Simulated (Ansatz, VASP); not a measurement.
# One calculation of La, two programs

```xyz
1
Lattice="-2.0805 2.0805 2.0805 2.0805 -2.0805 2.0805 2.0805 2.0805 -2.0805" Properties=species:S:1:pos:R:3 pbc="T T T"
La    0.0000    0.0000    0.0000
```

Change from the starting cell: volume scaled by 0.94.

Alike in both runs: task single point; functional LDA; k mesh 9 × 9 × 9; occupations fermi-dirac, width 0.05 eV; no spin polarisation.

```csv
,VASP,Ansatz
version,VASP 6.6.1,Ansatz 0.2.0
potentials or method,"VASP PAW LDA potentials, release 64 (La), cutoff 520 eV","all-electron LAPW, scalar-relativistic"
```

VASP gave:

| Property | Result |
| --- | --- |
| gap on the k mesh at the Fermi level (eV) | none |
| pressure (GPa) | -2.6 |

Q: What did Ansatz give for the same quantities?

A: gap on the k mesh at the Fermi level (eV): none; pressure (GPa): -2.5.

LDA's correlation is that of Perdew and Zunger in VASP and of Perdew and Wang (1992) in Ansatz. A gap of «none» marks a metal or a gap that the smearing closes. Ansatz ran all-electron here, and VASP with PAW potentials.

Spin-orbit coupling is off throughout.
